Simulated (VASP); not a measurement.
# Zn (Im-3m) in VASP: relaxation of cell and atoms with PBE

Aim: the relaxation of cell and atoms of Zn with PBE.

Program: VASP 6.6.1. These are calculated values, not measurements. Logs are shortened: lines on timing, memory, paths and dates and some standing lists are left out, and cuts for length are marked.

### Step 1. The cell of the first run

It takes space group Im-3m (No. 229, cubic). The conventional cell has a = 3.132 Å, b = 3.132 Å, c = 3.132 Å, α = 90.00°, β = 90.00°, γ = 90.00°. Zn (site symmetry m-3m) has 14 Zn at 2.71 to 3.13 Å within 3.6 Å.

### Step 2. Relaxation of cell and atoms, PBE, non-collinear spin, zero start, spin-orbit coupling

File INCAR:

```
SYSTEM = Zn
ALGO = Normal
EDIFF = 1E-6
EDIFFG = -0.005
ENCUT = 600
GGA = PE
GGA_COMPAT = .FALSE.
IBRION = 2
ISIF = 3
ISMEAR = -1
LASPH = .TRUE.
LCHARG = .FALSE.
LORBIT = 11
LORBMOM = .TRUE.
LREAL = .FALSE.
LSORBIT = .TRUE.
LWAVE = .FALSE.
MAGMOM = 0 0 0
NELM = 150
NSW = 45
PREC = Accurate
SIGMA = 0.05
```

File KPOINTS:

```
k-points
0
G
  18 18 18
  0 0 0
```

File POSCAR:

```
Zn
1.0
   -1.5658097131      1.5658097131      1.5658097131
    1.5658097131     -1.5658097131      1.5658097131
    1.5658097131      1.5658097131     -1.5658097131
Zn
1
Direct
    0.0000000000      0.0000000000      0.0000000000
```

Potentials or basis: VASP PAW PBE potentials, release 64 (Zn).

Command:

```bash
cat potpaw_PBE.64/Zn/POTCAR > POTCAR
mpirun -np 1 vasp_ncl > vasp.out
```

OUTCAR:

```text
SYSTEM = Zn
   EDIFF = 1E-6
   EDIFFG = -0.005
   ENCUT = 600
   GGA = PE
   IBRION = 2
   ISIF = 3
   ISMEAR = -1
   LASPH = .TRUE.
   LORBIT = 11
   LREAL = .FALSE.
   LSORBIT = .TRUE.
   NELM = 150
   NSW = 45
   PREC = Accurate

 ion  position               nearest neighbor table
   1  0.000  0.000  0.000-

  LATTYP: Found a body centered cubic cell.
 ALAT       =     3.1316194262

  Lattice vectors:

 A1 = (  -1.5658097131,   1.5658097131,   1.5658097131)
 A2 = (   1.5658097131,  -1.5658097131,   1.5658097131)
 A3 = (   1.5658097131,   1.5658097131,  -1.5658097131)

Analysis of symmetry for initial positions (statically):
=====================================================================
 Subroutine PRICEL returns:
 Original cell was already a primitive cell.

 Routine SETGRP: Setting up the symmetry group for a
 body centered cubic supercell.

 Subroutine GETGRP returns: Found 48 space group operations
 (whereof 48 operations were pure point group operations)
 out of a pool of 48 trial point group operations.

The static configuration has the point symmetry O_h .

Analysis of symmetry for dynamics (positions and initial velocities):
=====================================================================
 Subroutine PRICEL returns:
 Original cell was already a primitive cell.

 Routine SETGRP: Setting up the symmetry group for a
 body centered cubic supercell.

 Subroutine GETGRP returns: Found 48 space group operations
 (whereof 48 operations were pure point group operations)
 out of a pool of 48 trial point group operations.

The dynamic configuration has the point symmetry O_h .

Analysis of structural, dynamic, and magnetic symmetry:
=====================================================================
 Subroutine PRICEL returns:
 Original cell was already a primitive cell.

 Routine SETGRP: Setting up the symmetry group for a
 body centered cubic supercell.

 Subroutine GETGRP returns: Found 48 space group operations
 (whereof 48 operations were pure point group operations)
 out of a pool of 48 trial point group operations.

The overall configuration has the point symmetry O_h .

 Subroutine INISYM returns: Found 48 space group operations
 (whereof 48 operations are pure point group operations),
 and found     1 'primitive' translations

----------------------------------------------------------------------------------------

                                     Primitive cell

  volume of cell :      15.3560

  direct lattice vectors                    reciprocal lattice vectors
    -1.565809713  1.565809713  1.565809713     0.000000000  0.319323604  0.319323604
     1.565809713 -1.565809713  1.565809713     0.319323604  0.000000000  0.319323604
     1.565809713  1.565809713 -1.565809713     0.319323604  0.319323604  0.000000000

  length of vectors
     2.712061978  2.712061978  2.712061978     0.451591771  0.451591771  0.451591771

  position of ions in fractional coordinates (direct lattice)
     0.000000000  0.000000000  0.000000000

  ion indices of the primitive-cell ions
   primitive index   ion index
                 1           1

----------------------------------------------------------------------------------------

 KPOINTS: k-points

[... 118 lines left out ...]

  energy without entropy =       -1.02545110  energy(sigma->0) =       -1.02659462

------------------------ aborting loop because EDIFF is reached ----------------------------------------

  FORCE on cell =-STRESS in cart. coord.  units (eV):
  Direction    XX          YY          ZZ          XY          YZ          ZX
  --------------------------------------------------------------------------------------
  -------------------------------------------------------------------------------------
  Total        0.0283711      0.0283711      0.0283711      0.0000000      0.0000000      0.0000000
  in kB        2.9601250      2.9601250      2.9601250      0.0000000      0.0000000      0.0000000
  external PRESSURE =       2.9601250 kB  Pullay stress =       0.0000000 kB

 VOLUME and BASIS-vectors are now :
 -----------------------------------------------------------------------------
  energy-cutoff  :      600.00
  volume of cell :       15.36
      direct lattice vectors                 reciprocal lattice vectors
    -1.565809713  1.565809713  1.565809713     0.000000000  0.319323604  0.319323604
     1.565809713 -1.565809713  1.565809713     0.319323604  0.000000000  0.319323604
     1.565809713  1.565809713 -1.565809713     0.319323604  0.319323604  0.000000000

 POSITION                                       TOTAL-FORCE (eV/Angst)
 -----------------------------------------------------------------------------------
      0.00000      0.00000      0.00000         0.000000      0.000000     -0.000000
 -----------------------------------------------------------------------------------
    total drift:                                0.000000      0.000000      0.000000

  FREE ENERGIE OF THE ION-ELECTRON SYSTEM (eV)
  ---------------------------------------------------
  free  energy   TOTEN  =        -1.0277381372 eV

  energy  without entropy=       -1.0254510982  energy(sigma->0) =       -1.02659462

--------------------------------------- Ionic step        2  -------------------------------------------

 number of electron      11.9999994 magnetization       0.0000000     -0.0000000     -0.0000000

 number of electron      11.9999994 magnetization      -0.0000000      0.0000000      0.0000000

 Free energy of the ion-electron system (eV)
  ---------------------------------------------------
  ext. energy  EPLUGINS =         0.00000000
  ---------------------------------------------------
  free energy    TOTEN  =        -1.02777546 eV

  energy without entropy =       -1.02547668  energy(sigma->0) =       -1.02662607

 E-fermi :   3.0933     XC(G=0): -11.4945

 val. band max:        3.0453862057   @ k =   0.3889   0.1667  -0.0000
 cond. band min:       3.1061801885   @ k =   0.2778   0.2778   0.1111
 fundamental gap:      0.0607939828
 Fermi energy:         3.0933489119

 k-point     1 :       0.0000    0.0000    0.0000
  band No.  band energies     occupation
      1      -7.2507      1.00000
      2      -7.2507      1.00000
      3      -4.7811      1.00000
      4      -4.7811      1.00000
      5      -4.7811      1.00000
      6      -4.7811      1.00000
[... 541 lines left out ...]
     19      19.9910      0.00000
     20      19.9910      0.00000

 [... further k-points ...]

------------------------ aborting loop because EDIFF is reached ----------------------------------------

  FORCE on cell =-STRESS in cart. coord.  units (eV):
  Direction    XX          YY          ZZ          XY          YZ          ZX
  --------------------------------------------------------------------------------------
  -------------------------------------------------------------------------------------
  Total        0.0027855      0.0027855      0.0027855     -0.0000000      0.0000000     -0.0000000
  in kB        0.2894382      0.2894382      0.2894382     -0.0000000      0.0000000     -0.0000000
  external PRESSURE =       0.2894382 kB  Pullay stress =       0.0000000 kB

 VOLUME and BASIS-vectors are now :
 -----------------------------------------------------------------------------
  energy-cutoff  :      600.00
  volume of cell :       15.42
      direct lattice vectors                 reciprocal lattice vectors
    -1.567952834  1.567952834  1.567952834     0.000000000  0.318887143  0.318887143
     1.567952834 -1.567952834  1.567952834     0.318887143  0.000000000  0.318887143
     1.567952834  1.567952834 -1.567952834     0.318887143  0.318887143  0.000000000

 POSITION                                       TOTAL-FORCE (eV/Angst)
 -----------------------------------------------------------------------------------
      0.00000      0.00000      3.13591         0.000000     -0.000000      0.000000
 -----------------------------------------------------------------------------------
    total drift:                               -0.000000      0.000000     -0.000000

  FREE ENERGIE OF THE ION-ELECTRON SYSTEM (eV)
  ---------------------------------------------------
  free  energy   TOTEN  =        -1.0277754618 eV

  energy  without entropy=       -1.0254766849  energy(sigma->0) =       -1.02662607

 reached required accuracy - stopping structural energy minimisation

 orbital moment (x)

 # of ion     p       d       tot
 ----------------------------------------
  1         0.000   0.000   0.000
 ----------------------------------------
            0.000   0.000   0.000

 orbital moment (y)

 # of ion     p       d       tot
 ----------------------------------------
  1         0.000   0.000   0.000
 ----------------------------------------
            0.000   0.000   0.000

 orbital moment (z)

 # of ion     p       d       tot
 ----------------------------------------
  1         0.000   0.000   0.000
 ----------------------------------------
            0.000   0.000   0.000

 Spin-Orbit-Coupling matrix elements

 Ion:    1  E_soc:     -0.0085128
 l=   1
     0.0000000    -0.0003868    -0.0003868
    -0.0003868     0.0000000    -0.0003868
    -0.0003868    -0.0003868     0.0000000
 l=   2
     0.0000000    -0.0002137     0.0000000    -0.0002137    -0.0008183
    -0.0002137     0.0000000    -0.0006138    -0.0002137    -0.0002046
     0.0000000    -0.0006138     0.0000000    -0.0006138     0.0000000
    -0.0002137    -0.0002137    -0.0006138     0.0000000    -0.0002046
    -0.0008183    -0.0002046     0.0000000    -0.0002046     0.0000000
 l=   3
     0.0000000     0.0000000     0.0000000     0.0000000     0.0000000     0.0000000     0.0000000
     0.0000000     0.0000000     0.0000000     0.0000000     0.0000000     0.0000000     0.0000000
     0.0000000     0.0000000     0.0000000     0.0000000     0.0000000     0.0000000     0.0000000
     0.0000000     0.0000000     0.0000000     0.0000000     0.0000000     0.0000000     0.0000000
     0.0000000     0.0000000     0.0000000     0.0000000     0.0000000     0.0000000     0.0000000
     0.0000000     0.0000000     0.0000000     0.0000000     0.0000000     0.0000000     0.0000000
     0.0000000     0.0000000     0.0000000     0.0000000     0.0000000     0.0000000     0.0000000

 total charge

# of ion       s       p       d       tot
------------------------------------------
    1        0.604   0.406   9.729  10.738

 magnetization (x)

# of ion       s       p       d       tot
------------------------------------------
    1       -0.000  -0.000  -0.000  -0.000

 magnetization (y)

# of ion       s       p       d       tot
------------------------------------------
    1       -0.000  -0.000   0.000  -0.000

 magnetization (z)

# of ion       s       p       d       tot
------------------------------------------
    1       -0.000  -0.000  -0.000  -0.000
```

It took 4.2 min on 1 thread of Intel Xeon 8259CL, shared host; peak memory 0.27 GiB.

Results:

```
Free energy                                           : -1.0278 eV
Relaxed volume                                        : 15.42 Å³/atom
Relaxed cell                                          : a = 2.716 Å, b = 2.716 Å, c = 2.716 Å, α = 109.47°, β = 109.47°, γ = 109.47°
Space group after relaxing (to 0.05 Å)                : Im-3m (No. 229)
Energy gained by relaxing                             : 0.0 meV/atom
Ionic steps                                           : 2
Pressure after relaxing                               : 0.0 GPa
Net moment                                            : 0.00 μB per cell
Valence electrons inside the program's atomic spheres : Zn 10.74
```

Final structure:
```cif
data_structure
_symmetry_space_group_name_H-M 'P 1'
_symmetry_Int_Tables_number 1
_cell_length_a 2.7158
_cell_length_b 2.7158
_cell_length_c 2.7158
_cell_angle_alpha 109.471
_cell_angle_beta 109.471
_cell_angle_gamma 109.471
_cell_volume 15.42
loop_
_atom_site_label
_atom_site_type_symbol
_atom_site_fract_x
_atom_site_fract_y
_atom_site_fract_z
_atom_site_occupancy
Zn1 Zn 0.00000 0.00000 0.00000 1
```

Moments on the atoms (μB; x, y, z):
```
Zn  0.00 0.00 0.00
```
